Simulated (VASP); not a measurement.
# MoS2 (C2/m) in VASP: notebook

MoS2 is run at these levels: PBE, PBEsol, LDA; tasks: relaxation of cell and atoms, single point.

Everything below comes from runs of VASP 6.6.1. Logs are shortened: lines on timing, memory, paths and dates and some standing lists are left out, and cuts for length are marked.

## (1) The cell of the first run

The structure is monoclinic, space group C2/m (No. 12). The conventional cell has a = 6.296 Å, b = 3.860 Å, c = 4.439 Å, α = 90.00°, β = 90.04°, γ = 90.00°. Within 3.1 Å of Mo (site symmetry 2/m) lie 6 S at 2.35 to 2.60 Å. Within 3.1 Å of S (site symmetry m) lie 3 Mo at 2.35 to 2.60 Å and 3 S at 2.80 to 3.02 Å.

## (2) Relaxation of cell and atoms, PBE

INCAR reads:

```
SYSTEM = MoS2
  ALGO = Normal
  EDIFF = 1E-7
  EDIFFG = -0.01
  ENCUT = 600
  GGA = PE
  IBRION = 2
  ISIF = 3
  ISMEAR = -1
  LASPH = .TRUE.
  LCHARG = .FALSE.
  LREAL = .FALSE.
  LWAVE = .FALSE.
  NELM = 100
  NSW = 80
  PREC = Accurate
  SIGMA = 0.05
```

KPOINTS reads:

```
k-points
0
G
  6 6 5
  0 0 0
```

POSCAR reads:

```
MoS2
1.0
    3.1479925200     -1.9297820300      0.0000000000
    3.1479925200      1.9297820300      0.0000000000
   -0.0030992400      0.0000000000      4.4393295900
Mo S
1 2
Direct
    0.0000000000      0.0000000000      0.0000000000
    0.6879000000      0.6879000000      0.2889000000
    0.3121000000      0.3121000000      0.7111000000
```

Potentials or basis: VASP PAW PBE potentials, release 64 (Mo_sv, S).

Run with:

```sh
$ cat potpaw_PBE.64/Mo_sv/POTCAR potpaw_PBE.64/S/POTCAR > POTCAR
$ mpirun -np 1 vasp_std > vasp.out
```

OUTCAR:

```text
SYSTEM = MoS2
   EDIFF = 1E-7
   EDIFFG = -0.01
   ENCUT = 600
   GGA = PE
   IBRION = 2
   ISIF = 3
   ISMEAR = -1
   LASPH = .TRUE.
   LREAL = .FALSE.
   NELM = 100
   NSW = 80
   PREC = Accurate

 ion  position               nearest neighbor table
   1  0.000  0.000  0.000-   2 2.35   3 2.35   2 2.60   2 2.60   3 2.60   3 2.60
   2  0.688  0.688  0.289-   1 2.35   1 2.60   1 2.60
   3  0.312  0.312  0.711-   1 2.35   1 2.60   1 2.60

  LATTYP: Found a base centered monoclinic cell.
 ALAT       =     6.2959850400
 B/A-ratio  =     0.6130198905
 C/A-ratio  =     0.7051050223
 COS(beta)  =    -0.0006981323

  Lattice vectors:

 A1 = (   3.1479925200,  -1.9297820300,   0.0000000000)
 A2 = (   3.1479925200,   1.9297820300,   0.0000000000)
 A3 = (  -0.0030992400,   0.0000000000,   4.4393295900)

Analysis of symmetry for initial positions (statically):
=====================================================================
 Subroutine PRICEL returns:
 Original cell was already a primitive cell.

 Routine SETGRP: Setting up the symmetry group for a
 base centered monoclinic supercell.

 Subroutine GETGRP returns: Found  4 space group operations
 (whereof  4 operations were pure point group operations)
 out of a pool of  4 trial point group operations.

The static configuration has the point symmetry C_2h.

Analysis of symmetry for dynamics (positions and initial velocities):
=====================================================================
 Subroutine PRICEL returns:
 Original cell was already a primitive cell.

 Routine SETGRP: Setting up the symmetry group for a
 base centered monoclinic supercell.

 Subroutine GETGRP returns: Found  4 space group operations
 (whereof  4 operations were pure point group operations)
 out of a pool of  4 trial point group operations.

The dynamic configuration has the point symmetry C_2h.

 Subroutine INISYM returns: Found  4 space group operations
 (whereof  4 operations are pure point group operations),
 and found     1 'primitive' translations

----------------------------------------------------------------------------------------

                                     Primitive cell

  volume of cell :      53.9373

  direct lattice vectors                    reciprocal lattice vectors
     3.147992520 -1.929782030  0.000000000     0.158831381 -0.259096619  0.000110885
     3.147992520  1.929782030  0.000000000     0.158831381  0.259096619  0.000110885
    -0.003099240  0.000000000  4.439329590     0.000000000  0.000000000  0.225259238

  length of vectors
     3.692413247  3.692413247  4.439330672     0.303905377  0.303905377  0.225259238

  position of ions in fractional coordinates (direct lattice)
     0.000000000  0.000000000  0.000000000
     0.687900000  0.687900000  0.288900000
     0.312100000  0.312100000  0.711100000

  ion indices of the primitive-cell ions
   primitive index   ion index
                 1           1
                 2           2
                 3           3

----------------------------------------------------------------------------------------

 KPOINTS: k-points

Automatic generation of k-mesh.
 Grid dimensions read from file:
 generate k-points for:    6    6    5

 Generating k-lattice:

  Cartesian coordinates                     Fractional coordinates (reciprocal lattice)
     0.026471897 -0.043182770  0.000018481     0.166666667  0.000000000  0.000000000
     0.026471897  0.043182770  0.000018481     0.000000000  0.166666667  0.000000000
     0.000000000  0.000000000  0.045051848     0.000000000  0.000000000  0.200000000

  Length of vectors
     0.050650896  0.050650896  0.045051848

  Shift w.r.t. Gamma in fractional coordinates (k-lattice)
     0.000000000  0.000000000  0.000000000

 Subroutine IBZKPT returns following result:
 ===========================================

 Found     55 irreducible k-points:

 Following reciprocal coordinates:
            Coordinates               Weight
  0.000000  0.000000  0.000000      1.000000
  0.166667  0.000000 -0.000000      4.000000
  0.333333  0.000000  0.000000      4.000000
  0.500000 -0.000000  0.000000      2.000000
  0.166667  0.166667 -0.000000      2.000000
  0.333333  0.166667  0.000000      4.000000
[... 16 lines left out ...]
 -0.333333  0.166667  0.200000      4.000000
 -0.166667  0.166667  0.200000      4.000000
 [... further k-points ...]
   k-points           NKPTS =     55   k-points in BZ     NKDIM =     55   number of bands    NBANDS=     17
   number of dos      NEDOS =    301   number of ions     NIONS =      3
   total plane-waves  NPLWV =  32400
   dimension x,y,z NGX =    30 NGY =   30 NGZ =   36
   dimension x,y,z NGXF=    60 NGYF=   60 NGZF=   72
   ions per type =               1   2
   NGX,Y,Z   is equivalent  to a cutoff of  13.51, 13.51, 13.48 a.u.
   NGXF,Y,Z  is equivalent  to a cutoff of  27.01, 27.01, 26.96 a.u.
 SYSTEM =  MoS2
   PREC   = accura    normal or accurate (medium, high low for compatibility)
   ISTART =      0    job   : 0-new  1-cont  2-samecut
   ICHARG =      2    charge: 1-file 2-atom 10-const
   ISPIN  =      1    spin polarized calculation?
   LNONCOLLINEAR =      F non collinear calculations
   LSORBIT =      F    spin-orbit coupling
   LASPH  =      T    aspherical Exc in radial PAW
   ENCUT  =  600.0 eV  44.10 Ry    6.64 a.u.   7.37  7.37  8.87*2*pi/ulx,y,z
   NELM   =    100;   NELMIN=  2; NELMDL= -5     # of ELM steps
   EDIFF  = 0.1E-06   stopping-criterion for ELM
   LREAL  =      F    real-space projection
   EDIFFG = -.1E-01   stopping-criterion for IOM
   NSW    =     80    number of steps for IOM
   IBRION =      2    ionic relax: 0-MD 1-quasi-New 2-CG
   NFREE  =      1    steps in history (QN), initial steepest desc. (CG)
   ISIF   =      3    stress and relaxation
   ISYM   =      2    0-nonsym 1-usesym 2-fastsym
   POTIM  = 0.5000    time-step for ionic-motion
   TEBEG  =    0.0;   TEEND  =   0.0 temperature during run
   PSTRESS=    0.0 pullay stress
   NELECT =      26.0000    total number of electrons
   NUPDOWN=      -1.0000    fix difference up-down
   EMIN   =  10.00;   EMAX   =-10.00  energy-range for DOS
   EFERMI =   0.00;   METHOD = LEGACY
   ISMEAR =    -1;   SIGMA  =   0.05  broadening in eV -4-tet -1-fermi 0-gaus
   EFERMI_NEDOS =   21; number of points for ismear=-14 and -15
   IALGO  =     38    algorithm
   IMIX   =      4    mixing-type and parameters
     AMIX     =   0.40;   BMIX     =  1.00
     AMIX_MAG =   1.60;   BMIX_MAG =  1.00
  volume/ion in A,a.u.               =      17.98       121.33
  Fermi-wavevector in a.u.,A,eV,Ry     =   1.283619  2.425688 22.418020  1.647678
  Thomas-Fermi vector in A             =   2.415861
   LORBIT       =      0    0 simple, 1 ext, 2 COOP (PROOUT), +10 PAW based schemes
   GGA     = PE    functional components
   LHFCALC =     F    Hartree Fock is set to
   AEXX    =    0.0000 exact exchange contribution
   IVDW    =     0    specifies the selected vdW correction
   LEPSILON=     F    determine dielectric tensor
   LRPA    =     F    only Hartree local field effects (RPA)
 conjugate gradient relaxation of ions
 non-spin polarized calculation
  energy-cutoff  :      600.00
  volume of cell :       53.94
 maximum number of plane-waves:      1827
 NGX is ok and might be reduce to    30
   NGX = 15   NGY = 15   NGZ = 17

--------------------------------------- Ionic step        1  -------------------------------------------

 number of electron      25.9999999 magnetization

 Free energy of the ion-electron system (eV)
  ---------------------------------------------------
  ext. energy  EPLUGINS =         0.00000000
  ---------------------------------------------------
  free energy    TOTEN  =       -19.11606374 eV

  energy without entropy =      -19.08177258  energy(sigma->0) =      -19.09891816

------------------------ aborting loop because EDIFF is reached ----------------------------------------

  FORCE on cell =-STRESS in cart. coord.  units (eV):
  Direction    XX          YY          ZZ          XY          YZ          ZX
  --------------------------------------------------------------------------------------
  -------------------------------------------------------------------------------------
  Total       -3.3047492     -5.2612300      5.0757372      0.0000000      0.0000000     -2.5415491
  in kB      -98.1656972   -156.2818469    150.7718884      0.0000000      0.0000000    -75.4952728
  external PRESSURE =     -34.5585519 kB  Pullay stress =       0.0000000 kB
[... 92 lines left out ...]
  FREE ENERGIE OF THE ION-ELECTRON SYSTEM (eV)
  ---------------------------------------------------
  free  energy   TOTEN  =       -20.2931970122 eV

  energy  without entropy=      -20.2820323740  energy(sigma->0) =      -20.28761469

[... ionic steps 4 to 32 ...]

--------------------------------------- Ionic step       33  -------------------------------------------

 number of electron      25.9999996 magnetization

------------------------ aborting loop because EDIFF is reached ----------------------------------------

  FORCE on cell =-STRESS in cart. coord.  units (eV):
  Direction    XX          YY          ZZ          XY          YZ          ZX
  --------------------------------------------------------------------------------------
  -------------------------------------------------------------------------------------
  Total       -0.0242856     -0.0111485     -0.0221971      0.0000000      0.0000000      0.0417343
  in kB       -0.6656708     -0.3055810     -0.6084244      0.0000000      0.0000000      1.1439423
  external PRESSURE =      -0.5265587 kB  Pullay stress =       0.0000000 kB
[... 59 lines left out ...]
  energy  without entropy=      -21.0294244876  energy(sigma->0) =      -21.03110294

--------------------------------------- Ionic step       35  -------------------------------------------

 number of electron      25.9999997 magnetization

 Free energy of the ion-electron system (eV)
  ---------------------------------------------------
  ext. energy  EPLUGINS =         0.00000000
  ---------------------------------------------------
  free energy    TOTEN  =       -21.03280391 eV

  energy without entropy =      -21.02940808  energy(sigma->0) =      -21.03110600

 E-fermi :   6.4971     XC(G=0): -10.2557

 val. band max:        6.3879464182   @ k =   0.0000   0.0000   0.0000
 cond. band min:       6.6319375508   @ k =   0.3333   0.1667   0.4000
 fundamental gap:      0.2439911326
 Fermi energy:         6.4970793534

 k-point     1 :       0.0000    0.0000    0.0000
  band No.  band energies     occupation
      1     -55.1934      2.00000
      2     -29.2238      2.00000
      3     -29.1869      2.00000
      4     -29.1852      2.00000
      5      -8.1852      2.00000
      6      -6.8762      2.00000
[... 9 lines left out ...]
     16       9.7734      0.00000
     17       9.7861      0.00000
[... 443 lines left out ...]
      1     -55.1722      2.00000
      2     -29.3853      2.00000
      3     -29.2523      2.00000
      4     -29.1805      2.00000
      5      -7.0508      2.00000
      6      -6.6161      2.00000
[... 9 lines left out ...]
     16       8.9508      0.00000
     17      10.0942      0.00000

 [... further k-points ...]

------------------------ aborting loop because EDIFF is reached ----------------------------------------

  FORCE on cell =-STRESS in cart. coord.  units (eV):
  Direction    XX          YY          ZZ          XY          YZ          ZX
  --------------------------------------------------------------------------------------
  -------------------------------------------------------------------------------------
  Total        0.0262430     -0.0209302      0.0200070      0.0000000      0.0000000      0.0063446
  in kB        0.7192587     -0.5736473      0.5483444      0.0000000      0.0000000      0.1738912
  external PRESSURE =       0.2313186 kB  Pullay stress =       0.0000000 kB
[... 18 lines left out ...]
  FREE ENERGIE OF THE ION-ELECTRON SYSTEM (eV)
  ---------------------------------------------------
  free  energy   TOTEN  =       -21.0328039149 eV

  energy  without entropy=      -21.0294080831  energy(sigma->0) =      -21.03110600

 reached required accuracy - stopping structural energy minimisation
```

Wall time 32 min (1 thread of Intel Xeon 8259CL, shared host); peak memory 0.24 GiB.

Results:

- Free energy: -21.0328 eV
- Relaxed volume: 19.49 Å³/atom
- Relaxed cell: a = 3.204 Å, b = 3.204 Å, c = 6.574 Å, α = 90.54°, β = 90.54°, γ = 60.05°
- Space group after relaxing (to 0.1 Å): P-3m1 (No. 164)
- Energy gained by relaxing: 638.9 meV/atom
- Ionic steps: 35
- Pressure after relaxing: 0.0 GPa
- Band gap on the k mesh: zero (bands 13 and 14 overlap by 0.96 eV)

Forces on the atoms (eV/Å):
```
Mo   0.000  0.000  0.000
S   -0.002  0.000 -0.002
S    0.002  0.000  0.002
```

Stress tensor (GPa, compression positive):
```
 0.07  0.00  0.02
 0.00 -0.06  0.00
 0.02  0.00  0.05
```

The path:
```
step  energy change (eV)  largest force (eV/Å)  pressure (GPa)  volume (Å³)
   1              0.0000                1.1789           -3.46        53.94
   2             -1.0676                0.2148            2.68        50.48
   3             -1.1771                1.0676            9.58        48.85
   4             -1.6608                0.6191            0.81        50.97
   5             -1.7004                1.0535           -2.32        51.77
   6             -1.7010                0.9806           -1.91        51.66
   7             -1.8036                0.4677            1.27        50.97
   8             -1.8053                0.4122            1.87        50.87
   9             -1.8298                0.3921            0.94        51.65
  10             -1.8541                0.3628           -0.80        53.41
  11             -1.8710                0.0304            1.24        53.48
  12             -1.8716                0.0966            1.72        53.49
  13             -1.8835                0.0807            1.19        54.09
  14             -1.8999                0.1686           -0.06        55.84
  15             -1.9003                0.1904           -0.25        56.13
  16             -1.9075                0.0584           -0.08        56.40
  17             -1.9080                0.0699            0.00        56.50
  18             -1.9120                0.0578            0.22        56.64
  19             -1.9131                0.0469            0.43        56.76
  20             -1.9136                0.0952           -0.23        57.13
  21             -1.9137                0.0824           -0.11        57.07
  22             -1.9144                0.0536           -0.04        57.21
  23             -1.9148                0.0297            0.06        57.41
  24             -1.9152                0.0210            0.01        57.58
  25             -1.9152                0.0255            0.00        57.60
  26             -1.9155                0.0301           -0.01        57.70
  27             -1.9162                0.0439           -0.05        58.01
  28             -1.9157                0.0685           -0.09        58.62
  29             -1.9163                0.0494           -0.05        58.19
  30             -1.9165                0.0177            0.22        58.26
  31             -1.9165                0.0051            0.13        58.24
  32             -1.9167                0.0157           -0.01        58.41
  33             -1.9167                0.0187           -0.05        58.45
  34             -1.9167                0.0133            0.08        58.46
  35             -1.9167                0.0028            0.02        58.46
```

Final structure:
```
Mo S
1.0
     2.77304   -1.60300   -0.06150
     2.77304    1.60300   -0.06150
     0.07426    0.00000    6.57372
Mo S
1 2
Direct
  0.00000 0.00000 0.00000
  0.66965 0.66965 0.23924
  0.33035 0.33035 0.76076
```

Levels at points of the mesh, in eV from the Fermi level:
| k point | band 9 | band 10 | band 11 | band 12 | band 13 | band 14 | band 15 | band 16 | band 17 |
| --- | --- | --- | --- | --- | --- | --- | --- | --- | --- |
| (0.00, 0.00, 0.00) | -3.76 | -2.01 | -1.06 | -0.80 | -0.79 | -0.11 | -0.11 | 3.28 | 3.29 |
| (0.50, 0.00, 0.00) | -4.67 | -3.89 | -2.97 | -1.76 | -1.53 | 1.13 | 1.86 | 3.62 | 3.98 |
| (0.50, 0.50, 0.00) | -4.65 | -3.90 | -2.99 | -1.75 | -1.54 | 1.14 | 1.85 | 3.62 | 3.99 |

Caveat: a cell axis changed by over 15 % at a fixed basis, so the end point is rough; this functional lacks dispersion, which binds the layers, so the pressure and a relaxed spacing across them are unreliable.

(Continued in part 2 of 3.)
